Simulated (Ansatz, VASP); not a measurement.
## One calculation of Ti, two programs

```
Ti
1.0
     2.91622    0.00000    0.00000
    -1.45811    2.52552    0.00000
     0.00000    0.00000    4.72427
Ti
2
Cartesian
  -0.0437 1.6584 1.1102
  1.5019 0.8671 3.6141
```

Change from the starting cell: shortest bond scaled by 0.94, PAW files.

Alike in both runs: task single point; functional PBEsol; k mesh 12 × 12 × 7; occupations fermi-dirac, width 0.05 eV; no spin polarisation.

|  | VASP | Ansatz |
| --- | --- | --- |
| version | VASP 6.6.1 | Ansatz 0.2.0 |
| potentials or method | VASP PAW PBE potentials, release 64 (Ti_sv) | PAW with Ansatz's default frozen-core files, scalar-relativistic |
| plane-wave cutoff (eV) | 520 | 420 |
| valence electrons in the cell | 24 | 24 |

|  | VASP | Ansatz | Ansatz less VASP |
| --- | --- | --- | --- |
| pressure (GPa) | -3.8 | -3.6 | +0.23 |
| traceless stress, the component that is largest in VASP (GPa) | 1.25 | 1.27 | +0.016 |
| rms of the force components (eV/Å) | 0.266 | 0.268 | +0.0019 |

VASP's potentials were made for PBE, not for PBEsol. Atom by atom the forces differ by 0.002 eV/Å (rms over components).
